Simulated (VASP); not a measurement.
**NaHF2: single point with PBEsol**

Crystal: NaHF2.

```
Na H F
1.0
     1.72845    0.99792    4.40693
    -1.72845    0.99792    4.40693
     0.00000   -1.99584    4.40693
Na H F
1 1 2
Direct
  0.00000 0.00000 0.00000
  0.50000 0.50000 0.50000
  0.41000 0.41000 0.41000
  0.59000 0.59000 0.59000
```

This cell differs from its parent crystal: strain +0.000 along x and y, -0.050 along z.

```json
{
  "Program": "VASP 6.6.1",
  "Task": "single point",
  "Functional": "PBEsol",
  "Potentials or basis": "VASP PAW PBE potentials, release 64 (Na_sv, H, F)",
  "Cutoff": "970 eV",
  "k mesh": "9 × 9 × 9",
  "Occupations": "gaussian, width 0.05 eV",
  "Spin": "no spin polarisation"
}
```

```json
{
  "Pressure": "-0.1 GPa",
  "Largest force": "1.490 eV/Å",
  "Band gap on the k mesh": "6.90 eV (least direct gap 7.07 eV)"
}
```

Forces in eV/Å, atoms in the order of the input:
```
Na   0.000  0.000  0.000
H    0.000  0.000  0.000
F    0.000  0.000  1.490
F    0.000  0.000 -1.490
```

Stress tensor (GPa, compression positive):
```
 2.62  0.00  0.00
 0.00  2.62  0.00
 0.00  0.00 -5.58
```

Levels at points of the mesh, in eV from the valence-band top:
```
           k point  band 10  band 11  band 12  band 13  band 14  band 15
(0.00, 0.00, 0.00)    -0.38    -0.38    -0.17     6.90    13.68    15.64
```

Run time: 2.5 min on 1 thread of Intel(R) Xeon(R) 6975P-C (Granite Rapids), with other jobs on the host, peak memory 0.43 GiB.

Caveat: the cell differs from its parent crystal (strain +0.000 along x and y, -0.050 along z); the PAW data sets were made with another functional, which shifts forces and pressure a little; an odd mesh through Γ misses points on the zone boundary, where band edges can lie.
